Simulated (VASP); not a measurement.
A run of VASP 6.6.1:

Contents of INCAR:

```
PREC = Accurate
ENCUT = 520
EDIFF = 1E-7
ISMEAR = -1
SIGMA = 0.05
LREAL = False
LASPH = True
NELM = 60
ALGO = Fast
ISIF = 2
LWAVE = False
LCHARG = True
GGA = PE
LELF = True
LVHAR = True
NBANDS = 12
```

KPOINTS

```
Automatic mesh
0
Gamma
  10 10 10
```

The input POSCAR:

```
Au
1.0
    2.7299637395      0.0000000000      0.0000000000
    0.0000000000      2.7299637395      0.0000000000
    0.0000000000      0.0000000000      2.7299637395
Au
1
Direct
    0.5000000000      0.5000000000      0.5000000000
```

Potentials or basis: VASP PAW PBE potentials, release 64 (Au).

The run is started by

```sh
$ cat potpaw_PBE.64/Au/POTCAR > POTCAR
$ mpirun -np 1 vasp_std > vasp.out
```

Hardware: 1 thread of AMD EPYC 9R45 96-Core Processor (Zen 5), on a shared host.

Q: Estimate the wall time of this run.

A: It took 5.8 s on 1 thread of AMD EPYC 9R45 96-Core Processor (Zen 5), on a shared host, peak memory 0.1 GiB. Counts: scf iterations 14, k points 56.
